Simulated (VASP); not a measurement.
A run of VASP 6.6.1:

INCAR

```
SYSTEM = Cs
PREC = Accurate
ENCUT = 500
EDIFF = 1E-6
ISMEAR = -1
SIGMA = 0.1
LREAL = .False.
LASPH = .True.
NELM = 120
ALGO = Normal
ISIF = 2
LWAVE = .False.
LCHARG = .True.
GGA = PE
LELF = .True.
LVHAR = .True.
NBANDS = 16
GGA_COMPAT = .False.
```

File KPOINTS:

```
regular mesh
0
Gamma
  6 6 6
  0 0 0
```

Contents of POSCAR:

```
Cs
1.0
    0.0000000000      5.6228549500      5.6228549500
    5.6228549500      0.0000000000      5.6228549500
    5.6228549500      5.6228549500      0.0000000000
Cs
2
Direct
    0.1250000000      0.1250000000      0.1250000000
    0.8750000000      0.8750000000      0.8750000000
```

Potentials or basis: VASP PAW PBE potentials, release 64 (Cs_sv).

Command:

```bash
$ cat potpaw_PBE.64/Cs_sv/POTCAR > POTCAR
$ mpirun -np 1 vasp_std > vasp.out
```

Hardware: 1 thread of AMD EPYC 7R43 64-Core Processor (Zen 3), with other jobs on the host.

**Question.** How long does it take, and how much memory?

**Answer.** Run time: 92 s on 1 thread of AMD EPYC 7R43 64-Core Processor (Zen 3), with other jobs on the host, peak memory 0.46 GiB. Counts: scf iterations 12, k points 16.
